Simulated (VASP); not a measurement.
# CdSe in VASP: further runs

CdSe is run at these levels: PBE, r2SCAN; tasks: single point.

All numbers are computed with VASP 6.6.1; they aren't measurements. Logs are shortened: lines on timing, memory, paths and dates and some standing lists are left out, and cuts for length are marked.

### Step 1. The cell of the first run

It takes space group F-43m (No. 216, cubic). Conventional cell: a = 6.136 Å, b = 6.136 Å, c = 6.136 Å, α = 90.00°, β = 90.00°, γ = 90.00°. Within 3.5 Å of Cd (site symmetry -43m) lie 4 Se at 2.66 Å. Se (site symmetry -43m) has 4 Cd at 2.66 Å within 3.5 Å.

### Step 2. Single point, PBE

The input, INCAR:

```
PREC     = Accurate       # precision mode
ENCUT    = 520            # plane-wave cutoff, eV
EDIFF    = 1E-6           # SCF threshold, eV
ISMEAR   = 0              # smearing method
SIGMA    = 0.01           # smearing width, eV
LREAL    = False          # projectors in reciprocal space
LASPH    = True           # aspherical terms in the spheres
NELM     = 60             # most SCF steps
ALGO     = Normal         # electronic algorithm
ISIF     = 2              # what is computed and relaxed
LWAVE    = False          # write WAVECAR
LCHARG   = True           # write CHGCAR
GGA      = PE             # functional
LELF     = True           # ELF
LVHAR    = True         
NBANDS   = 16             # bands
```

The input, KPOINTS:

```
Automatic mesh
0
Gamma
  4 4 4
```

The input, POSCAR:

```
CdSe
1.0
    0.0000000000      3.0677809642      3.0677809642
    3.0677809642      0.0000000000      3.0677809642
    3.0677809642      3.0677809642      0.0000000000
Cd Se
1 1
Direct
    0.0000000000      0.0000000000      0.0000000000
    0.2500000000      0.2500000000      0.2500000000
```

Potentials or basis: VASP PAW PBE potentials, release 64 (Cd, Se).

Launch:

```console
$ cat potpaw_PBE.64/Cd/POTCAR potpaw_PBE.64/Se/POTCAR > POTCAR
$ mpirun -np 1 vasp_std > vasp.out
```

OUTCAR:

```text
PREC = Accurate
   ENCUT = 520
   EDIFF = 1E-6
   ISMEAR = 0
   LREAL = False
   LASPH = True
   NELM = 60
   ISIF = 2
   GGA = PE

 ion  position               nearest neighbor table
   1  0.000  0.000  0.000-   2 2.66   2 2.66   2 2.66   2 2.66
   2  0.250  0.250  0.250-   1 2.66   1 2.66   1 2.66   1 2.66

  LATTYP: Found a face centered cubic cell.
 ALAT       =     6.1355619284

  Lattice vectors:

 A1 = (   0.0000000000,   3.0677809642,   3.0677809642)
 A2 = (   3.0677809642,   0.0000000000,   3.0677809642)
 A3 = (   3.0677809642,   3.0677809642,   0.0000000000)

Analysis of symmetry for initial positions (statically):
=====================================================================
 Subroutine PRICEL returns:
 Original cell was already a primitive cell.

 Routine SETGRP: Setting up the symmetry group for a
 face centered cubic supercell.

 Subroutine GETGRP returns: Found 24 space group operations
 (whereof 24 operations were pure point group operations)
 out of a pool of 48 trial point group operations.

The static configuration has the point symmetry T_d .

Analysis of symmetry for dynamics (positions and initial velocities):
=====================================================================
 Subroutine PRICEL returns:
 Original cell was already a primitive cell.

 Routine SETGRP: Setting up the symmetry group for a
 face centered cubic supercell.

 Subroutine GETGRP returns: Found 24 space group operations
 (whereof 24 operations were pure point group operations)
 out of a pool of 48 trial point group operations.

The dynamic configuration has the point symmetry T_d .

 Subroutine INISYM returns: Found 24 space group operations
 (whereof 24 operations are pure point group operations),
 and found     1 'primitive' translations

----------------------------------------------------------------------------------------

                                     Primitive cell

  volume of cell :      57.7435

  direct lattice vectors                    reciprocal lattice vectors
     0.000000000  3.067780964  3.067780964    -0.162984257  0.162984257  0.162984257
     3.067780964  0.000000000  3.067780964     0.162984257 -0.162984257  0.162984257
     3.067780964  3.067780964  0.000000000     0.162984257  0.162984257 -0.162984257

  length of vectors
     4.338497446  4.338497446  4.338497446     0.282297013  0.282297013  0.282297013

  position of ions in fractional coordinates (direct lattice)
     0.000000000  0.000000000  0.000000000
[... 60 lines left out ...]
   NELM   =     60;   NELMIN=  2; NELMDL= -5     # of ELM steps
   EDIFF  = 0.1E-05   stopping-criterion for ELM
   LREAL  =      F    real-space projection
   EDIFFG = 0.1E-04   stopping-criterion for IOM
   NSW    =      0    number of steps for IOM
   IBRION =     -1    ionic relax: 0-MD 1-quasi-New 2-CG
   NFREE  =      0    steps in history (QN), initial steepest desc. (CG)
   ISIF   =      2    stress and relaxation
   ISYM   =      2    0-nonsym 1-usesym 2-fastsym
   POTIM  = 0.5000    time-step for ionic-motion
   TEBEG  =    0.0;   TEEND  =   0.0 temperature during run
   PSTRESS=    0.0 pullay stress
   NELECT =      18.0000    total number of electrons
   NUPDOWN=      -1.0000    fix difference up-down
   EMIN   =  10.00;   EMAX   =-10.00  energy-range for DOS
   EFERMI =   0.00;   METHOD = LEGACY
   ISMEAR =     0;   SIGMA  =   0.01  broadening in eV -4-tet -1-fermi 0-gaus
   EFERMI_NEDOS =   21; number of points for ismear=-14 and -15
   IALGO  =     38    algorithm
   IMIX   =      4    mixing-type and parameters
     AMIX     =   0.40;   BMIX     =  1.00
     AMIX_MAG =   1.60;   BMIX_MAG =  1.00
  volume/ion in A,a.u.               =      28.87       194.84
  Fermi-wavevector in a.u.,A,eV,Ry     =   1.110021  2.097636 16.764382  1.232147
  Thomas-Fermi vector in A             =   2.246568
   LORBIT       =      0    0 simple, 1 ext, 2 COOP (PROOUT), +10 PAW based schemes
   GGA     = PE    functional components
   LHFCALC =     F    Hartree Fock is set to
   AEXX    =    0.0000 exact exchange contribution
   IVDW    =     0    specifies the selected vdW correction
   LEPSILON=     F    determine dielectric tensor
   LRPA    =     F    only Hartree local field effects (RPA)
 non-spin polarized calculation
 Gauss-broadening in eV      SIGMA  =   0.01
  energy-cutoff  :      520.00
  volume of cell :       57.74
 maximum number of plane-waves:      1588
   NGX = 17   NGY = 17   NGZ = 17

 number of electron      18.0000008 magnetization

 Free energy of the ion-electron system (eV)
  ---------------------------------------------------
  ext. energy  EPLUGINS =         0.00000000
  ---------------------------------------------------
  free energy    TOTEN  =        -5.44180167 eV

  energy without entropy =       -5.44180167  energy(sigma->0) =       -5.44180167

 E-fermi :   0.8127     XC(G=0):  -8.7553

 val. band max:        0.7656091196   @ k =   0.0000   0.0000   0.0000
 cond. band min:       1.3049116007   @ k =   0.0000   0.0000   0.0000
 fundamental gap:      0.5393024811
 Fermi energy:         0.8126577306

 k-point     1 :       0.0000    0.0000    0.0000
  band No.  band energies     occupation
      1     -11.6787      2.00000
      2      -7.1133      2.00000
      3      -7.1133      2.00000
      4      -7.1133      2.00000
      5      -6.7691      2.00000
      6      -6.7691      2.00000
[... 129 lines left out ...]
      3      -6.9365      2.00000
      4      -6.8001      2.00000
      5      -6.7639      2.00000
      6      -6.3143      2.00000
[... 8 lines left out ...]
     15      13.3245      0.00000
     16      13.7182      0.00000

------------------------ aborting loop because EDIFF is reached ----------------------------------------

  FORCE on cell =-STRESS in cart. coord.  units (eV):
  Direction    XX          YY          ZZ          XY          YZ          ZX
  --------------------------------------------------------------------------------------
  -------------------------------------------------------------------------------------
  Total        0.6800730      0.6800730      0.6800730     -0.0000000     -0.0000000     -0.0000000
  in kB       18.8696178     18.8696178     18.8696178     -0.0000000     -0.0000000     -0.0000000
  external PRESSURE =      18.8696178 kB  Pullay stress =       0.0000000 kB

 VOLUME and BASIS-vectors are now :
 -----------------------------------------------------------------------------
  energy-cutoff  :      520.00
  volume of cell :       57.74
      direct lattice vectors                 reciprocal lattice vectors
     0.000000000  3.067780964  3.067780964    -0.162984257  0.162984257  0.162984257
     3.067780964  0.000000000  3.067780964     0.162984257 -0.162984257  0.162984257
     3.067780964  3.067780964  0.000000000     0.162984257  0.162984257 -0.162984257

 POSITION                                       TOTAL-FORCE (eV/Angst)
 -----------------------------------------------------------------------------------
      0.00000      0.00000      0.00000         0.000000      0.000000      0.000000
      1.53389      1.53389      1.53389        -0.000000     -0.000000     -0.000000
 -----------------------------------------------------------------------------------
    total drift:                               -0.000000     -0.000000     -0.000000

  FREE ENERGIE OF THE ION-ELECTRON SYSTEM (eV)
  ---------------------------------------------------
  free  energy   TOTEN  =        -5.4418016688 eV

  energy  without entropy=       -5.4418016688  energy(sigma->0) =       -5.44180167
```

OSZICAR:

```text
N       E                     dE             d eps       ncg     rms          rms(c)
DAV:   1     0.105060345006E+03    0.10506E+03   -0.91149E+03   264   0.102E+03
DAV:   2    -0.190319570961E+01   -0.10696E+03   -0.10201E+03   304   0.244E+02
DAV:   3    -0.582102246288E+01   -0.39178E+01   -0.39136E+01   288   0.481E+01
DAV:   4    -0.583793386061E+01   -0.16911E-01   -0.16911E-01   360   0.323E+00
DAV:   5    -0.583803829027E+01   -0.10443E-03   -0.10443E-03   288   0.219E-01    0.593E+00
DAV:   6    -0.546401834919E+01    0.37402E+00   -0.55348E-01   360   0.877E+00    0.474E+00
DAV:   7    -0.544019185000E+01    0.23826E-01   -0.14861E-01   296   0.256E+00    0.207E+00
DAV:   8    -0.544142385341E+01   -0.12320E-02   -0.14373E-02   296   0.143E+00    0.246E-01
DAV:   9    -0.544166379666E+01   -0.23994E-03   -0.14691E-03   312   0.484E-01    0.491E-02
DAV:  10    -0.544174652849E+01   -0.82732E-04   -0.16504E-04   312   0.157E-01    0.459E-02
DAV:  11    -0.544180178366E+01   -0.55255E-04   -0.88324E-05   312   0.583E-02    0.161E-02
DAV:  12    -0.544180166880E+01    0.11486E-06   -0.19801E-06   296   0.172E-02
   1 F= -.54418017E+01 E0= -.54418017E+01  d E =-.644051E-13
```

Run time: 9.1 s. Hardware: 1 thread of Intel Xeon 6975P-C (Granite Rapids), shared host; peak memory 0.17 GiB.

Results:

```yaml
Free_energy: -5.4418 eV
Pressure: 1.9 GPa
Band_gap_on_the_k_mesh: 0.54 eV, direct
```

Caveat: the k points lie up to 0.44 Å⁻¹ apart. As with any semilocal functional, this PBE gap is likely too small.

### Step 3. Single point, PBE (shear xy strain -1.0%)

The input, INCAR:

```
SYSTEM = CdSe
ALGO = Normal
EDIFF = 1E-6
ENCUT = 520
GGA = PE
ISIF = 2
ISMEAR = 0
LASPH = .TRUE.
LCHARG = .FALSE.
LREAL = .FALSE.
LWAVE = .FALSE.
NBANDS = 16
NELM = 100
PREC = Accurate
SIGMA = 0.01
```

The input, KPOINTS:

```
k-points
0
G
  4 4 4
  0 0 0
```

The input, POSCAR:

```
CdSe
1.0
   -0.0153389048      3.0677809642      3.0677809642
    3.0677809642     -0.0153389048      3.0677809642
    3.0524420594      3.0524420594      0.0000000000
Cd Se
1 1
Direct
   -0.0010735958     -0.0010735958      0.0010735958
    0.2510735958      0.2510735958      0.2489264042
```

Potentials or basis: VASP PAW PBE potentials, release 64 (Cd, Se).

Launch:

```console
$ cat potpaw_PBE.64/Cd/POTCAR potpaw_PBE.64/Se/POTCAR > POTCAR
$ mpirun -np 1 vasp_std > vasp.out
```

It took 14 s on 1 thread of Intel Xeon 6975P-C (Granite Rapids), shared host; peak memory 0.18 GiB.

Results (log left out):

| Property | Result |
| --- | --- |
| Free energy | -5.4414 eV |
| Pressure | 1.9 GPa |
| Band gap on the k mesh | 0.52 eV, direct |

Stress tensor (GPa, compression positive):
```
1.89 0.21 0.00
0.21 1.89 0.00
0.00 0.00 1.88
```

Levels at points of the mesh, in eV from the valence-band top:
```
           k point  band 6  band 7  band 8  band 9  band 10  band 11  band 12  band 13
(0.00, 0.00, 0.00)   -7.56   -0.04   -0.02    0.00     0.52     5.84     5.89     5.94
(0.50, 0.00, 0.00)   -7.28   -4.28   -0.74   -0.71     2.35     6.42     6.42     7.30
(0.50, 0.50, 0.00)   -7.22   -4.00   -1.83   -1.75     3.13     3.70     8.97    10.03
(0.00, 0.00, 0.50)   -7.27   -4.26   -0.77   -0.73     2.29     6.37     6.37     7.33
(0.50, 0.00, 0.50)   -7.22   -4.00   -1.79   -1.79     3.15     3.69     8.97    10.02
```

Caveat: the k points lie up to 0.44 Å⁻¹ apart; the cell differs from its parent crystal (shear xy strain -1.0%).

### Step 4. Single point, PBE (strain -0.5%)

The input, INCAR:

```
SYSTEM = CdSe
PREC     = Accurate       ! precision mode
ENCUT    = 520            ! plane-wave cutoff, eV
EDIFF    = 1E-6           ! SCF threshold, eV
ISMEAR   = -1             ! smearing method
SIGMA    = 0.02           ! smearing width, eV
LREAL    = .FALSE.        ! projectors in reciprocal space
LASPH    = .TRUE.         ! aspherical terms in the spheres
NELM     = 80             ! most SCF steps
ALGO     = Normal         ! electronic algorithm
ISIF     = 2              ! what is computed and relaxed
LWAVE    = .FALSE.        ! write WAVECAR
LCHARG   = .FALSE.        ! write CHGCAR
GGA      = PE             ! functional
NBANDS   = 16             ! bands
```

The input, KPOINTS:

```
regular mesh
0
G
  8 8 8
  0 0 0
```

The input, POSCAR:

```
CdSe
1.0
    0.0000000000      3.0524420594      3.0524420594
    3.0524420594      0.0000000000      3.0524420594
    3.0524420594      3.0524420594      0.0000000000
Cd Se
1 1
Direct
    0.0000000000      0.0000000000      0.0000000000
    0.2500000000      0.2500000000      0.2500000000
```

Launch:

```console
$ cat potpaw_PBE.64/Cd/POTCAR potpaw_PBE.64/Se/POTCAR > POTCAR
$ mpirun -np 1 vasp_std > vasp.out
```

Run time: 18 s. Hardware: 1 thread of Intel Xeon 6975P-C (Granite Rapids), shared host; peak memory 0.18 GiB.

The run converged. Its results:

```yaml
Free_energy: -5.4777 eV
Pressure: 2.5 GPa
Band_gap_on_the_k_mesh: 0.59 eV, direct
```

Levels at points of the mesh, in eV from the valence-band top:
```
           k point  band 7  band 8  band 9  band 10  band 11  band 12
(0.00, 0.00, 0.00)    0.00    0.00    0.00     0.59     5.94     5.94
(0.50, 0.00, 0.00)   -4.32   -0.73   -0.73     2.38     6.44     6.44
(0.50, 0.50, 0.00)   -4.03   -1.82   -1.82     3.16     3.75     9.06
```

Caveat: the cell differs from its parent crystal (strain -0.5%).

(Part 1 of 2 ends here.)
